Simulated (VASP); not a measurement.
Write the native input for VASP 6.6.1 that does the following.

| Quantity | Value |
| --- | --- |
| Task | single point |
| Functional | PBEsol |
| Potentials or basis | VASP PAW PBE potentials, release 64 (Ta_pv, O) |
| Cutoff | 520 eV |
| k mesh | 10 × 10 × 4 |
| Occupations | gaussian, width 0.1 eV |
| Spin | no spin polarisation |
| Dipole correction | no |
| Further INCAR settings | ALGO = Normal; EDIFF = 1e-06; NBANDS = 33 |

The structure of Ta4O lies in POSCAR:

```
Ta4O
1.0
    3.2320470291     -0.0152481768      0.0288595295
   -0.0152481768      3.2607564900     -0.0239794059
    0.0656424534     -0.0545423666      7.3830922482
Ta O
4 1
Direct
    0.0557881040      0.0175980815      0.4959207976
    0.5099888585      0.4844793375      0.7830196518
    0.4958958890      0.5104955771      0.2247411169
    0.0271957279      0.0119959521     -0.0099535760
    0.4860972249      0.4512680640      0.5148622201
```

This cell differs from its parent crystal: atoms moved at random and the cell strained at random.

The input as run:

INCAR

```
PREC     = Accurate       # precision mode
ENCUT    = 520            # plane-wave cutoff, eV
EDIFF    = 1E-6           # SCF threshold, eV
ISMEAR   = 0              # smearing method
SIGMA    = 0.1            # smearing width, eV
LREAL    = False          # projectors in reciprocal space
LASPH    = True           # aspherical terms in the spheres
NELM     = 80             # most SCF steps
ALGO     = Normal         # electronic algorithm
ISIF     = 2              # what is computed and relaxed
LWAVE    = False          # write WAVECAR
LCHARG   = True           # write CHGCAR
GGA      = PS             # functional
LELF     = True           # ELF
LVHAR    = True         
NBANDS   = 33             # bands
```

KPOINTS

```
regular mesh
0
Gamma
  10 10 4
```

Potentials or basis: VASP PAW PBE potentials, release 64 (Ta_pv, O).

Run with:

```bash
$ cat potpaw_PBE.64/Ta_pv/POTCAR potpaw_PBE.64/O/POTCAR > POTCAR
$ mpirun -np 1 vasp_std > vasp.out
```

It gave:

| Item | Value |
| --- | --- |
| Pressure | 0.0 GPa |
| Largest force | 2.799 eV/Å |
| Band gap on the k mesh | zero (bands 25 and 26 overlap by 1.20 eV) |

Caveat: the cell differs from its parent crystal (atoms moved at random and the cell strained at random); the PAW data sets were made with another functional, which shifts forces and pressure a little; spin-orbit coupling is left out, which moves the levels of the heavy elements.

Wall time 2.8 min on 1 thread of Intel(R) Xeon(R) 6975P-C (Granite Rapids) (shared host), peak memory 0.48 GiB.
